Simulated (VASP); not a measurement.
Set up this calculation in VASP 6.6.1, as the native input.

* Task: single point
* Functional: PBE
* Potentials or basis: VASP PAW PBE potentials, release 64 (Ag, Sn_d)
* Cutoff: 400 eV
* k mesh: 1 × 1 × 1, shifted
* Occupations: fermi-dirac, width 0.0836 eV
* Spin: no spin polarisation
* Dipole correction: no
* Mended: yes
* Further INCAR settings: LREAL = Auto; ALGO = Normal; EDIFF = 1e-06; NBANDS = 165; ISYM = -1

The structure of Ag7Sn5 lies in POSCAR:

```
Ag7Sn5
1.0
    8.3282380000     -0.0906800000      0.1941310000
   -0.0906800000      8.2169270000     -0.2378250000
    0.1941310000     -0.2378250000      8.2945030000
Ag Sn
14 10
Direct
    0.9534445109      0.7251058018      0.9829794686
    0.7208499591      0.7712886555      0.2029219112
    0.7485410253      0.9099371281      0.5200935824
    0.2407283229      0.9577461127      0.0517004020
    0.3565299318      0.9537786217      0.5431101645
    0.1859260406      0.5501210441      0.7369439168
    0.4351907792      0.2275555848      0.2198739799
    0.1015944170      0.8672037442      0.3289405170
    0.8385243601      0.5052721639      0.7375258988
    0.7324328608      0.0463719682      0.0398278824
    0.5999461354      0.6034888408      0.4600510230
    0.7722020308      0.4169203101      0.1396172526
    0.1311888743      0.2809517133      0.8835762087
    0.0588379284      0.8752267825      0.7295707222
    0.4938242280      0.4214205198      0.9255951495
    0.8724217728      0.1571569176      0.7416323477
    0.1261703994      0.4509614657      0.1514908518
    0.4014662984      0.3460630287      0.5880571007
    0.4822380598      0.0507212846      0.8456921931
    0.1433275670      0.2021178170      0.3742264420
    0.9531968275      0.5902816512      0.4194317225
    0.3880766442      0.7235646804      0.2227577786
    0.7758197902      0.2490577503      0.4222391007
    0.4984416363      0.7379509146      0.8545405557
```

The input as run:

INCAR

```
SYSTEM = Ag7Sn5
ALGO     = Normal         ! electronic algorithm
EDIFF    = 1E-6           ! SCF threshold, eV
ENCUT    = 400            ! plane-wave cutoff, eV
GGA      = PE             ! functional
GGA_COMPAT= .False.      
ISIF     = 2              ! what is computed and relaxed
ISMEAR   = -1             ! smearing method
ISYM     = -1           
LASPH    = .True.         ! aspherical terms in the spheres
LCHARG   = .False.        ! write CHGCAR
LREAL    = Auto         
LWAVE    = .False.        ! write WAVECAR
NBANDS   = 165            ! bands
NELM     = 120            ! most SCF steps
PREC     = Accurate       ! precision mode
SIGMA    = 0.0836         ! smearing width, eV
```

KPOINTS

```
explicit points
1
Reciprocal
  0.25000000   0.25000000   0.25000000 1
```

Potentials or basis: VASP PAW PBE potentials, release 64 (Ag, Sn_d).

The run is started by

```sh
$ cat potpaw_PBE.64/Ag/POTCAR potpaw_PBE.64/Sn_d/POTCAR > POTCAR
$ mpirun -np 1 vasp_std > vasp.out
```

It gave:

```
Pressure      : 2.6 GPa
Largest force : 2.870 eV/Å
```

Caveat: the atoms stand as in a frame of molecular dynamics.

Wall time 66 s on 1 thread of Intel(R) Xeon(R) 6975P-C (Granite Rapids) (shared host), peak memory 0.39 GiB.
